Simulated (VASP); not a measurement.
# CsH (I4mm) in VASP: a series of runs

Runs on CsH. Level: r2SCAN. Tasks: single point.

Program: VASP 6.6.1. These are calculated values, not measurements. Logs are shortened: lines on timing, memory, paths and dates and some standing lists are left out, and cuts for length are marked.

## Step 1: The cell of the first run

Symmetry: I4mm, No. 107, tetragonal system. Conventional cell: a = 4.509 Å, b = 4.509 Å, c = 6.376 Å, α = 90.00°, β = 90.00°, γ = 90.00°. Within 4.1 Å of Cs (site symmetry 4mm) lie 6 H at 3.09 to 3.29 Å. Within 4.1 Å of H (site symmetry 4mm) lie 6 Cs at 3.09 to 3.29 Å.

## Step 2: Single point, r2SCAN (all Cs atoms moved -0.100 Å, as atom 1 along Cartesian [0 1 0])

POSCAR

```
CsH
1.0
    0.0000000000      3.1880000000      3.1880000000
    3.1880000000      0.0000000000      3.1880000000
    3.1880000000      3.1880000000      0.0000000000
Cs H
1 1
Direct
   -0.0156838143      0.0156838143     -0.0156838143
    0.5000000000      0.5000000000      0.5000000000
```

INCAR.step1

```
SYSTEM = CsH
PREC = Accurate
ENCUT = 520
ISMEAR = 0
SIGMA = 0.05
LREAL = .FALSE.
LASPH = .TRUE.
NELM = 60
NBANDS = 12
GGA = PE
ALGO = Normal
EDIFF = 1E-4
LWAVE = .TRUE.
LCHARG = .FALSE.
```

INCAR.step2

```
SYSTEM = CsH
PREC = Accurate
ENCUT = 520
EDIFF = 1E-6
ISMEAR = 0
SIGMA = 0.05
LREAL = .FALSE.
LASPH = .TRUE.
NELM = 60
ALGO = Normal
ISIF = 2
LWAVE = .FALSE.
LCHARG = .FALSE.
METAGGA = R2SCAN
LMIXTAU = .TRUE.
NBANDS = 12
ISTART = 1
```

KPOINTS

```
regular mesh
0
G
  6 6 6
  0 0 0
```

Potentials or basis: VASP PAW PBE potentials, release 64 (Cs_sv, H).

Launch:

```sh
$ cat potpaw_PBE.64/Cs_sv/POTCAR potpaw_PBE.64/H/POTCAR > POTCAR
$ cp INCAR.step1 INCAR
$ mpirun -np 1 vasp_std > vasp.out
$ cp INCAR.step2 INCAR
$ mpirun -np 1 vasp_std > vasp.out
```

OUTCAR:

```text
SYSTEM = CsH
   PREC = Accurate
   ENCUT = 520
   EDIFF = 1E-6
   ISMEAR = 0
   LREAL = .FALSE.
   LASPH = .TRUE.
   NELM = 60
   ISIF = 2
   METAGGA = R2SCAN
   ISTART = 1

 ion  position               nearest neighbor table
   1  0.984  0.016  0.984-
   2  0.500  0.500  0.500-

  LATTYP: Found a face centered cubic cell.
 ALAT       =     6.3760000000

  Lattice vectors:

 A1 = (   0.0000000000,   3.1880000000,   3.1880000000)
 A2 = (   3.1880000000,   0.0000000000,   3.1880000000)
 A3 = (   3.1880000000,   3.1880000000,   0.0000000000)

Analysis of symmetry for initial positions (statically):
=====================================================================
 Subroutine PRICEL returns:
 Original cell was already a primitive cell.

 Routine SETGRP: Setting up the symmetry group for a
 face centered cubic supercell.

 Subroutine GETGRP returns: Found  8 space group operations
 (whereof  8 operations were pure point group operations)
 out of a pool of 48 trial point group operations.

The static configuration has the point symmetry C_4v.

Analysis of symmetry for dynamics (positions and initial velocities):
=====================================================================
 Subroutine PRICEL returns:
 Original cell was already a primitive cell.

 Routine SETGRP: Setting up the symmetry group for a
 face centered cubic supercell.

 Subroutine GETGRP returns: Found  8 space group operations
 (whereof  8 operations were pure point group operations)
 out of a pool of 48 trial point group operations.

The dynamic configuration has the point symmetry C_4v.

 Subroutine INISYM returns: Found  8 space group operations
 (whereof  8 operations are pure point group operations),
 and found     1 'primitive' translations

----------------------------------------------------------------------------------------

                                     Primitive cell

  volume of cell :      64.8015

  direct lattice vectors                    reciprocal lattice vectors
     0.000000000  3.188000000  3.188000000    -0.156838143  0.156838143  0.156838143
     3.188000000  0.000000000  3.188000000     0.156838143 -0.156838143  0.156838143
     3.188000000  3.188000000  0.000000000     0.156838143  0.156838143 -0.156838143

  length of vectors
     4.508512837  4.508512837  4.508512837     0.271651632  0.271651632  0.271651632

  position of ions in fractional coordinates (direct lattice)
     0.984316186  0.015683814  0.984316186
     0.500000000  0.500000000  0.500000000

  ion indices of the primitive-cell ions
   primitive index   ion index
                 1           1
                 2           2

----------------------------------------------------------------------------------------

 KPOINTS: regular mesh

Automatic generation of k-mesh.
 Grid dimensions read from file:
 generate k-points for:    6    6    6

 Generating k-lattice:

  Cartesian coordinates                     Fractional coordinates (reciprocal lattice)
    -0.026139691  0.026139691  0.026139691     0.166666667  0.000000000  0.000000000
     0.026139691 -0.026139691  0.026139691     0.000000000  0.166666667  0.000000000
     0.026139691  0.026139691 -0.026139691     0.000000000  0.000000000  0.166666667

  Length of vectors
     0.045275272  0.045275272  0.045275272

  Shift w.r.t. Gamma in fractional coordinates (k-lattice)
     0.000000000  0.000000000  0.000000000

 Subroutine IBZKPT returns following result:
 ===========================================

 Found     30 irreducible k-points:

 Following reciprocal coordinates:
            Coordinates               Weight
  0.000000  0.000000  0.000000      1.000000
  0.166667  0.000000  0.000000      8.000000
  0.333333  0.000000  0.000000      8.000000
  0.500000  0.000000  0.000000      4.000000
  0.166667  0.166667  0.000000      4.000000
  0.166667  0.000000  0.166667      2.000000
[... 16 lines left out ...]
  0.500000  0.333333  0.166667      8.000000
  0.166667  0.500000  0.333333      8.000000
 [... further k-points ...]
   k-points           NKPTS =     30   k-points in BZ     NKDIM =     30   number of bands    NBANDS=     12
   number of dos      NEDOS =    301   number of ions     NIONS =      2
   total plane-waves  NPLWV =  46656
   dimension x,y,z NGX =    36 NGY =   36 NGZ =   36
   dimension x,y,z NGXF=    72 NGYF=   72 NGZF=   72
   ions per type =               1   1
   NGX,Y,Z   is equivalent  to a cutoff of  13.27, 13.27, 13.27 a.u.
   NGXF,Y,Z  is equivalent  to a cutoff of  26.55, 26.55, 26.55 a.u.
 SYSTEM =  CsH
   PREC   = accura    normal or accurate (medium, high low for compatibility)
   ISTART =      1    job   : 0-new  1-cont  2-samecut
   ICHARG =      0    charge: 1-file 2-atom 10-const
   ISPIN  =      1    spin polarized calculation?
   LNONCOLLINEAR =      F non collinear calculations
   LSORBIT =      F    spin-orbit coupling
   LASPH  =      T    aspherical Exc in radial PAW
   ENCUT  =  520.0 eV  38.22 Ry    6.18 a.u.   8.38  8.38  8.38*2*pi/ulx,y,z
   NELM   =     60;   NELMIN=  2; NELMDL=  0     # of ELM steps
   EDIFF  = 0.1E-05   stopping-criterion for ELM
   LREAL  =      F    real-space projection
   EDIFFG = 0.1E-04   stopping-criterion for IOM
   NSW    =      0    number of steps for IOM
   IBRION =     -1    ionic relax: 0-MD 1-quasi-New 2-CG
   NFREE  =      0    steps in history (QN), initial steepest desc. (CG)
   ISIF   =      2    stress and relaxation
   ISYM   =      2    0-nonsym 1-usesym 2-fastsym
   POTIM  = 0.5000    time-step for ionic-motion
   TEBEG  =    0.0;   TEEND  =   0.0 temperature during run
   PSTRESS=    0.0 pullay stress
   NELECT =      10.0000    total number of electrons
   NUPDOWN=      -1.0000    fix difference up-down
   EMIN   =  10.00;   EMAX   =-10.00  energy-range for DOS
   EFERMI =   0.00;   METHOD = LEGACY
   ISMEAR =     0;   SIGMA  =   0.05  broadening in eV -4-tet -1-fermi 0-gaus
   EFERMI_NEDOS =   21; number of points for ismear=-14 and -15
   IALGO  =     38    algorithm
   IMIX   =      4    mixing-type and parameters
     AMIX     =   0.40;   BMIX     =  1.00
     AMIX_MAG =   1.60;   BMIX_MAG =  1.00
  volume/ion in A,a.u.               =      32.40       218.65
  Fermi-wavevector in a.u.,A,eV,Ry     =   0.878105  1.659378 10.491026  0.771069
  Thomas-Fermi vector in A             =   1.998146
   LORBIT       =      0    0 simple, 1 ext, 2 COOP (PROOUT), +10 PAW based schemes
   METAGGA = R2SCAN    functional components
   LHFCALC =     F    Hartree Fock is set to
   AEXX    =    0.0000 exact exchange contribution
   IVDW    =     0    specifies the selected vdW correction
   LEPSILON=     F    determine dielectric tensor
   LRPA    =     F    only Hartree local field effects (RPA)
 non-spin polarized calculation
 Gauss-broadening in eV      SIGMA  =   0.05
  energy-cutoff  :      520.00
  volume of cell :       64.80
 maximum number of plane-waves:      1807
 NGX is ok and might be reduce to    36
   NGX = 17   NGY = 17   NGZ = 17

 number of electron      10.0000000 magnetization

 Free energy of the ion-electron system (eV)
  ---------------------------------------------------
  ext. energy  EPLUGINS =         0.00000000
  ---------------------------------------------------
  free energy    TOTEN  =       -28.98568674 eV

  energy without entropy =      -28.98568674  energy(sigma->0) =      -28.98568674

 E-fermi :   0.1056     XC(G=0):  -7.5565

 val. band max:       -0.1158636809   @ k =   0.5000   0.0000   0.0000
 cond. band min:       2.5554839645   @ k =   0.5000   0.0000   0.0000
 fundamental gap:      2.6713476454
 Fermi energy:         0.1055920946

 k-point     1 :       0.0000    0.0000    0.0000
  band No.  band energies     occupation
      1     -22.1841      2.00000
      2      -8.2700      2.00000
      3      -8.2700      2.00000
      4      -8.2691      2.00000
      5      -1.7609      2.00000
      6       5.5752      0.00000
      7       5.5752      0.00000
      8       5.5773      0.00000
      9       6.2097      0.00000
     10       7.4807      0.00000
     11       7.4862      0.00000
     12       9.1220      0.00000

 k-point     2 :       0.1667    0.0000    0.0000
  band No.  band energies     occupation
      1     -22.1640      2.00000
      2      -8.5035      2.00000
      3      -8.2934      2.00000
      4      -8.2927      2.00000
      5      -1.3679      2.00000
      6       4.6612      0.00000
      7       5.7201      0.00000
      8       5.7302      0.00000
      9       6.0845      0.00000
     10       7.0434      0.00000
     11       7.0531      0.00000
     12      10.2821      0.00000

 k-point     3 :       0.3333    0.0000    0.0000
  band No.  band energies     occupation
      1     -22.1234      2.00000
      2      -8.9192      2.00000
      3      -8.3395      2.00000
      4      -8.3387      2.00000
      5      -0.5711      2.00000
      6       3.2231      0.00000
      7       5.3921      0.00000
      8       5.3953      0.00000
      9       6.7203      0.00000
     10       7.7397      0.00000
     11       7.7405      0.00000
     12      12.0660      0.00000

 k-point     4 :       0.5000    0.0000    0.0000
  band No.  band energies     occupation
      1     -22.1028      2.00000
      2      -9.1075      2.00000
      3      -8.3621      2.00000
      4      -8.3612      2.00000
      5      -0.1159      2.00000
      6       2.5555      0.00000
      7       5.1418      0.00000
      8       5.1423      0.00000
      9       7.6789      0.00000
     10       8.7622      0.00000
     11       8.7659      0.00000
     12      10.2899      0.00000

 k-point     5 :       0.1667    0.1667    0.0000
  band No.  band energies     occupation
      1     -22.1574      2.00000
      2      -8.4958      2.00000
      3      -8.3394      2.00000
      4      -8.3385      2.00000
      5      -1.3118      2.00000
      6       4.7310      0.00000
      7       5.1161      0.00000
      8       5.9631      0.00000
      9       5.9671      0.00000
     10       7.1751      0.00000
     11       7.7644      0.00000
     12      10.7245      0.00000
[... 228 lines left out ...]
      1     -22.0772      2.00000
      2      -8.9779      2.00000
      3      -8.5393      2.00000
      4      -8.5391      2.00000
      5      -1.2589      2.00000
      6       3.3868      0.00000
      7       5.9643      0.00000
      8       8.3444      0.00000
      9       8.8748      0.00000
     10       8.9310      0.00000
     11       9.0735      0.00000
     12       9.2570      0.00000

 k-point    22 :       0.5000    0.0000    0.5000
  band No.  band energies     occupation
      1     -22.0771      2.00000
      2      -8.9783      2.00000
      3      -8.5394      2.00000
      4      -8.5394      2.00000
      5      -1.2578      2.00000
      6       3.3886      0.00000
      7       5.9471      0.00000
      8       8.5500      0.00000
      9       8.8709      0.00000
     10       8.8709      0.00000
     11       8.9406      0.00000
     12       9.2580      0.00000

 k-point    23 :       0.5000    0.3333    0.1667
  band No.  band energies     occupation
      1     -22.0969      2.00000
      2      -8.8813      2.00000
      3      -8.5795      2.00000
      4      -8.4362      2.00000
      5      -0.7265      2.00000
      6       4.1055      0.00000
      7       4.1149      0.00000
      8       6.1677      0.00000
      9       7.3446      0.00000
     10       8.3168      0.00000
     11       9.3316      0.00000
     12      10.6013      0.00000

 k-point    24 :       0.1667    0.5000    0.3333
  band No.  band energies     occupation
      1     -22.0969      2.00000
      2      -8.8811      2.00000
      3      -8.5791      2.00000
      4      -8.4368      2.00000
      5      -0.7279      2.00000
      6       4.0834      0.00000
      7       4.1383      0.00000
      8       6.1810      0.00000
      9       7.3347      0.00000
     10       8.3258      0.00000
     11       9.3266      0.00000
     12      10.5827      0.00000

 [... further k-points ...]
[... 5 lines left out ...]
  --------------------------------------------------------------------------------------
  -------------------------------------------------------------------------------------
  Total        0.0125483      0.0564294      0.0125483      0.0000000     -0.0000000      0.0000000
  in kB        0.3102499      1.3951828      0.3102499      0.0000000     -0.0000000      0.0000000
  external PRESSURE =       0.6718942 kB  Pullay stress =       0.0000000 kB

 VOLUME and BASIS-vectors are now :
 -----------------------------------------------------------------------------
  energy-cutoff  :      520.00
  volume of cell :       64.80
      direct lattice vectors                 reciprocal lattice vectors
     0.000000000  3.188000000  3.188000000    -0.156838143  0.156838143  0.156838143
     3.188000000  0.000000000  3.188000000     0.156838143 -0.156838143  0.156838143
     3.188000000  3.188000000  0.000000000     0.156838143  0.156838143 -0.156838143

 POSITION                                       TOTAL-FORCE (eV/Angst)
 -----------------------------------------------------------------------------------
      3.18800      6.27600      3.18800         0.000000      0.062115      0.000000
      3.18800      3.18800      3.18800         0.000000     -0.062115      0.000000
 -----------------------------------------------------------------------------------
    total drift:                                0.000000     -0.000032      0.000000

  FREE ENERGIE OF THE ION-ELECTRON SYSTEM (eV)
  ---------------------------------------------------
  free  energy   TOTEN  =       -28.9856867419 eV

  energy  without entropy=      -28.9856867419  energy(sigma->0) =      -28.98568674
```

It took 39 s on 1 thread of Intel Xeon 6975P-C (Granite Rapids), shared host; peak memory 0.22 GiB.

What came out:

```
Free energy            : -28.9857 eV
Pressure               : 0.1 GPa
Largest force          : 0.062 eV/Å
Band gap on the k mesh : 2.67 eV, direct
```

Forces on the atoms (eV/Å):
```
Cs   0.000  0.062  0.000
H    0.000 -0.062  0.000
```

Caveat: the cell differs from its parent crystal (all Cs atoms moved -0.100 Å, as atom 1 along Cartesian [0 1 0]); the PAW data sets were made with another functional, which shifts forces and pressure a little; spin-orbit coupling is left out, which moves the levels of the heavy elements.

[end of part 1 of 3]
